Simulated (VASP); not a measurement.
# KI (Fm-3m) in VASP: dielectric tensor with PBE

Aim: the dielectric tensor of KI with PBE.

Program: VASP 6.6.1. These are calculated values, not measurements. Logs are shortened: lines on timing, memory, paths and dates and some standing lists are left out, and cuts for length are marked.

## 1. The cell of the first run

Symmetry: Fm-3m, No. 225, cubic system. Conventional cell: a = 7.089 Å, b = 7.089 Å, c = 7.089 Å, α = 90.00°, β = 90.00°, γ = 90.00°. Within 4.7 Å of K (site symmetry m-3m) lie 6 I at 3.54 Å. Within 4.7 Å of I (site symmetry m-3m) lie 6 K at 3.54 Å.

## 2. Dielectric tensor, PBE

File INCAR:

```
SYSTEM = KI
PREC = Accurate
ENCUT = 520
EDIFF = 1E-8
ISMEAR = 0
SIGMA = 0.01
LREAL = .FALSE.
LASPH = .TRUE.
NELM = 60
ALGO = Normal
ISIF = 2
LWAVE = .FALSE.
LCHARG = .FALSE.
GGA = PE
LEPSILON = .TRUE.
```

File KPOINTS:

```
regular mesh
0
G
  6 6 6
  0 0 0
```

File POSCAR:

```
KI
1.0
    0.0000000000      3.5445661589      3.5445661589
    3.5445661589      0.0000000000      3.5445661589
    3.5445661589      3.5445661589      0.0000000000
K I
1 1
Direct
    0.0000000000      0.0000000000      0.0000000000
    0.5000000000      0.5000000000      0.5000000000
```

Potentials or basis: VASP PAW PBE potentials, release 64 (K_sv, I).

Launch:

```sh
$ cat potpaw_PBE.64/K_sv/POTCAR potpaw_PBE.64/I/POTCAR > POTCAR
$ mpirun -np 1 vasp_std > vasp.out
```

OUTCAR:

```text
SYSTEM = KI
   PREC = Accurate
   ENCUT = 520
   EDIFF = 1E-8
   ISMEAR = 0
   LREAL = .FALSE.
   LASPH = .TRUE.
   NELM = 60
   ISIF = 2
   GGA = PE
   LEPSILON = .TRUE.

 ion  position               nearest neighbor table
   1  0.000  0.000  0.000-   2 3.54   2 3.54   2 3.54   2 3.54   2 3.54   2 3.54
   2  0.500  0.500  0.500-   1 3.54   1 3.54   1 3.54   1 3.54   1 3.54   1 3.54

  LATTYP: Found a face centered cubic cell.
 ALAT       =     7.0891323178

  Lattice vectors:

 A1 = (   0.0000000000,   3.5445661589,   3.5445661589)
 A2 = (   3.5445661589,   0.0000000000,   3.5445661589)
 A3 = (   3.5445661589,   3.5445661589,   0.0000000000)

Analysis of symmetry for initial positions (statically):
=====================================================================
 Subroutine PRICEL returns:
 Original cell was already a primitive cell.

 Routine SETGRP: Setting up the symmetry group for a
 face centered cubic supercell.

 Subroutine GETGRP returns: Found 48 space group operations
 (whereof 48 operations were pure point group operations)
 out of a pool of 48 trial point group operations.

The static configuration has the point symmetry O_h .

Analysis of symmetry for dynamics (positions and initial velocities):
=====================================================================
 Subroutine PRICEL returns:
 Original cell was already a primitive cell.

 Routine SETGRP: Setting up the symmetry group for a
 face centered cubic supercell.

 Subroutine GETGRP returns: Found 48 space group operations
 (whereof 48 operations were pure point group operations)
 out of a pool of 48 trial point group operations.

The dynamic configuration has the point symmetry O_h .

 Subroutine INISYM returns: Found 48 space group operations
 (whereof 48 operations are pure point group operations),
 and found     1 'primitive' translations

----------------------------------------------------------------------------------------

                                     Primitive cell

  volume of cell :      89.0675

  direct lattice vectors                    reciprocal lattice vectors
     0.000000000  3.544566159  3.544566159    -0.141060987  0.141060987  0.141060987
     3.544566159  0.000000000  3.544566159     0.141060987 -0.141060987  0.141060987
     3.544566159  3.544566159  0.000000000     0.141060987  0.141060987 -0.141060987

  length of vectors
     5.012773535  5.012773535  5.012773535     0.244324796  0.244324796  0.244324796

  position of ions in fractional coordinates (direct lattice)
     0.000000000  0.000000000  0.000000000
     0.500000000  0.500000000  0.500000000

  ion indices of the primitive-cell ions
   primitive index   ion index
                 1           1
                 2           2

----------------------------------------------------------------------------------------

 KPOINTS: regular mesh

Automatic generation of k-mesh.
 Grid dimensions read from file:
 generate k-points for:    6    6    6

 Generating k-lattice:

  Cartesian coordinates                     Fractional coordinates (reciprocal lattice)
    -0.023510164  0.023510164  0.023510164     0.166666667  0.000000000  0.000000000
     0.023510164 -0.023510164  0.023510164     0.000000000  0.166666667  0.000000000
     0.023510164  0.023510164 -0.023510164     0.000000000  0.000000000  0.166666667

  Length of vectors
     0.040720799  0.040720799  0.040720799

  Shift w.r.t. Gamma in fractional coordinates (k-lattice)
     0.000000000  0.000000000  0.000000000

 Subroutine IBZKPT returns following result:
 ===========================================

 Found     16 irreducible k-points:

 Following reciprocal coordinates:
            Coordinates               Weight
  0.000000  0.000000  0.000000      1.000000
  0.166667  0.000000  0.000000      8.000000
  0.333333  0.000000  0.000000      8.000000
  0.500000  0.000000  0.000000      4.000000
  0.166667  0.166667  0.000000      6.000000
  0.333333  0.166667  0.000000     24.000000
[... 8 lines left out ...]
 -0.333333  0.333333  0.166667     24.000000
 -0.333333  0.500000  0.166667     12.000000
   k-points           NKPTS =     16   k-points in BZ     NKDIM =     16   number of bands    NBANDS=     12
   number of dos      NEDOS =    301   number of ions     NIONS =      2
   total plane-waves  NPLWV =  64000
   dimension x,y,z NGX =    40 NGY =   40 NGZ =   40
   dimension x,y,z NGXF=    80 NGYF=   80 NGZF=   80
   ions per type =               1   1
   NGX,Y,Z   is equivalent  to a cutoff of  13.27, 13.27, 13.27 a.u.
   NGXF,Y,Z  is equivalent  to a cutoff of  26.53, 26.53, 26.53 a.u.
 SYSTEM =  KI
   PREC   = accura    normal or accurate (medium, high low for compatibility)
   ISTART =      0    job   : 0-new  1-cont  2-samecut
   ICHARG =      2    charge: 1-file 2-atom 10-const
   ISPIN  =      1    spin polarized calculation?
   LNONCOLLINEAR =      F non collinear calculations
   LSORBIT =      F    spin-orbit coupling
   LASPH  =      T    aspherical Exc in radial PAW
   ENCUT  =  520.0 eV  38.22 Ry    6.18 a.u.   9.32  9.32  9.32*2*pi/ulx,y,z
   NELM   =     60;   NELMIN=  2; NELMDL= -5     # of ELM steps
   EDIFF  = 0.1E-07   stopping-criterion for ELM
   LREAL  =      F    real-space projection
   EDIFFG = 0.1E-06   stopping-criterion for IOM
   NSW    =      0    number of steps for IOM
   IBRION =     -1    ionic relax: 0-MD 1-quasi-New 2-CG
   NFREE  =      0    steps in history (QN), initial steepest desc. (CG)
   ISIF   =      2    stress and relaxation
   ISYM   =      2    0-nonsym 1-usesym 2-fastsym
   POTIM  = 0.5000    time-step for ionic-motion
   TEBEG  =    0.0;   TEEND  =   0.0 temperature during run
   PSTRESS=    0.0 pullay stress
   NELECT =      16.0000    total number of electrons
   NUPDOWN=      -1.0000    fix difference up-down
   EMIN   =  10.00;   EMAX   =-10.00  energy-range for DOS
   EFERMI =   0.00;   METHOD = LEGACY
   ISMEAR =     0;   SIGMA  =   0.01  broadening in eV -4-tet -1-fermi 0-gaus
   EFERMI_NEDOS =   21; number of points for ismear=-14 and -15
   IALGO  =     38    algorithm
   IMIX   =      4    mixing-type and parameters
     AMIX     =   0.40;   BMIX     =  1.00
     AMIX_MAG =   1.60;   BMIX_MAG =  1.00
  volume/ion in A,a.u.               =      44.53       300.53
  Fermi-wavevector in a.u.,A,eV,Ry     =   0.923723  1.745583 11.609363  0.853264
  Thomas-Fermi vector in A             =   2.049391
   LORBIT       =      0    0 simple, 1 ext, 2 COOP (PROOUT), +10 PAW based schemes
   GGA     = PE    functional components
   LHFCALC =     F    Hartree Fock is set to
   AEXX    =    0.0000 exact exchange contribution
   IVDW    =     0    specifies the selected vdW correction
   LEPSILON=     T    determine dielectric tensor
   LRPA    =     F    only Hartree local field effects (RPA)
 non-spin polarized calculation
 Gauss-broadening in eV      SIGMA  =   0.01
  energy-cutoff  :      520.00
  volume of cell :       89.07
 maximum number of plane-waves:      2424
 NGX is ok and might be reduce to    40
   NGX = 19   NGY = 19   NGZ = 19

--------------------------------------- Ionic step        1  -------------------------------------------

 number of electron      15.9999999 magnetization

 E-fermi :  -0.3846     XC(G=0):  -7.1384

 val. band max:       -0.4669571874   @ k =   0.0000   0.0000   0.0000
 cond. band min:       3.4728686035   @ k =   0.0000   0.0000   0.0000
 fundamental gap:      3.9398257909
 Fermi energy:        -0.3845951391

 k-point     1 :       0.0000    0.0000    0.0000
  band No.  band energies     occupation
      1     -28.9865      2.00000
      2     -12.4729      2.00000
      3     -12.4729      2.00000
      4     -12.4729      2.00000
      5     -10.9541      2.00000
      6      -0.4670      2.00000
      7      -0.4670      2.00000
      8      -0.4670      2.00000
      9       3.4729      0.00000
     10       6.0336      0.00000
     11       6.0336      0.00000
     12       6.0336      0.00000
[... 211 lines left out ...]
 k-point    16 :      -0.3333    0.5000    0.1667
  band No.  band energies     occupation
      1     -28.9840      2.00000
      2     -12.5129      2.00000
      3     -12.5096      2.00000
      4     -12.4968      2.00000
      5     -10.7735      2.00000
      6      -1.3237      2.00000
      7      -1.0196      2.00000
      8      -1.0001      2.00000
      9       5.2052      0.00000
     10       5.8957      0.00000
     11       6.9229      0.00000
     12       7.8181      0.00000

  FORCE on cell =-STRESS in cart. coord.  units (eV):
  Direction    XX          YY          ZZ          XY          YZ          ZX
  --------------------------------------------------------------------------------------
  -------------------------------------------------------------------------------------
  Total        0.2669983      0.2669983      0.2669983      0.0000000     -0.0000000     -0.0000000
  in kB        4.8028586      4.8028586      4.8028586      0.0000000     -0.0000000     -0.0000000
  external PRESSURE =       4.8028586 kB  Pullay stress =       0.0000000 kB

 VOLUME and BASIS-vectors are now :
 -----------------------------------------------------------------------------
  energy-cutoff  :      520.00
  volume of cell :       89.07
      direct lattice vectors                 reciprocal lattice vectors
     0.000000000  3.544566159  3.544566159    -0.141060987  0.141060987  0.141060987
     3.544566159  0.000000000  3.544566159     0.141060987 -0.141060987  0.141060987
     3.544566159  3.544566159  0.000000000     0.141060987  0.141060987 -0.141060987

 POSITION                                       TOTAL-FORCE (eV/Angst)
 -----------------------------------------------------------------------------------
      0.00000      0.00000      0.00000         0.000000      0.000000      0.000000
      3.54457      3.54457      3.54457        -0.000000     -0.000000     -0.000000
 -----------------------------------------------------------------------------------
    total drift:                                0.000000     -0.000000     -0.000000

  FREE ENERGIE OF THE ION-ELECTRON SYSTEM (eV)
  ---------------------------------------------------
  free  energy   TOTEN  =        -5.5594838504 eV

  energy  without entropy=       -5.5594838504  energy(sigma->0) =       -5.55948385

 HEAD OF MICROSCOPIC STATIC DIELECTRIC TENSOR (INDEPENDENT PARTICLE, excluding Hartree and local field effects)
 ------------------------------------------------------
           3.189996     0.000000    -0.000000
           0.000000     3.189996     0.000000
           0.000000     0.000000     3.189996
 ------------------------------------------------------

 Free energy of the ion-electron system (eV)
  ---------------------------------------------------
  ---------------------------------------------------
  free energy    TOTEN  =        -0.53746459 eV

  energy without entropy =       -0.53746459

------------------------ aborting loop because EDIFF is reached ----------------------------------------

--------------------------------------- Ionic step        2  -------------------------------------------

------------------------ aborting loop because EDIFF is reached ----------------------------------------

--------------------------------------- Ionic step        3  -------------------------------------------

 Free energy of the ion-electron system (eV)
  ---------------------------------------------------
  ---------------------------------------------------
  free energy    TOTEN  =        -0.53746445 eV

  energy without entropy =       -0.53746445

------------------------ aborting loop because EDIFF is reached ----------------------------------------

 PIEZOELECTRIC TENSOR FIELD DIRECTION 3  (e Angst)
 -----------------------------------------------------------------------------
    -0.00018  0.00000  0.00000           (  0.00000  0.00000  0.00000)
     0.00000 -0.00018  0.00000           (  0.00000  0.00000  0.00000)
     0.00000  0.00000 -0.00120           (  0.00000  0.00000  0.00001)

 PIEZOELECTRIC TENSOR FIELD DIRECTION 3  (C/m^2)
 -----------------------------------------------------------------------------
    -0.00003  0.00000  0.00000
     0.00000 -0.00003  0.00000
     0.00000  0.00000 -0.00022

 MACROSCOPIC STATIC DIELECTRIC TENSOR (including local field effects in DFT)
 ------------------------------------------------------
           2.859328     0.000000     0.000000
           0.000000     2.859328     0.000000
          -0.000000    -0.000000     2.859328
 ------------------------------------------------------

 PIEZOELECTRIC TENSOR (including local field effects)  for field in x, y, z        (e  Angst)
          XX          YY          ZZ          XY          YZ          ZX
  --------------------------------------------------------------------------------
  x     0.00000     0.00000     0.00000     0.00000     0.00000     0.00000
  y     0.00000     0.00000     0.00000     0.00000     0.00000     0.00000
  z     0.00000     0.00000     0.00000     0.00000     0.00000     0.00000

 PIEZOELECTRIC TENSOR (including local field effects)  for field in x, y, z        (C/m^2)
          XX          YY          ZZ          XY          YZ          ZX
  --------------------------------------------------------------------------------
  x     0.00000     0.00000     0.00000     0.00000     0.00000     0.00000
  y     0.00000     0.00000     0.00000     0.00000     0.00000     0.00000
  z     0.00000     0.00000     0.00000     0.00000     0.00000     0.00000

 BORN EFFECTIVE CHARGES (including local field effects) (in |e|, cummulative output)
 ---------------------------------------------------------------------------------
 ion    1
    1     1.14488    -0.00000     0.00000
    2     0.00000     1.14488     0.00000
    3     0.00000     0.00000     1.14488
 ion    2
    1    -1.14488     0.00000     0.00000
    2    -0.00000    -1.14488     0.00000
    3     0.00000     0.00000    -1.14488
```

Wall time 6.9 min (1 thread of AMD EPYC 7R13 (Zen 3), shared host); peak memory 0.29 GiB.

Results:

| Property | Result |
| --- | --- |
| Band gap on the k mesh | 3.94 eV |
| Electronic dielectric tensor (diagonal) | 2.86 |
| Born charges (mean of the diagonal) | K +1.14; I -1.14 e |

Electronic dielectric tensor:
```
2.86 0.00 0.00
0.00 2.86 0.00
0.00 0.00 2.86
```

Born effective charge tensors (e):
atom 1, K
```
1.14 0.00 0.00
0.00 1.14 0.00
0.00 0.00 1.14
```
atom 2, I
```
-1.14  0.00  0.00
 0.00 -1.14  0.00
 0.00  0.00 -1.14
```

Caveat: spin-orbit coupling is left out, which moves the levels of the heavy elements. A hybrid or GW would open this gap; PBE tends to underestimate it.
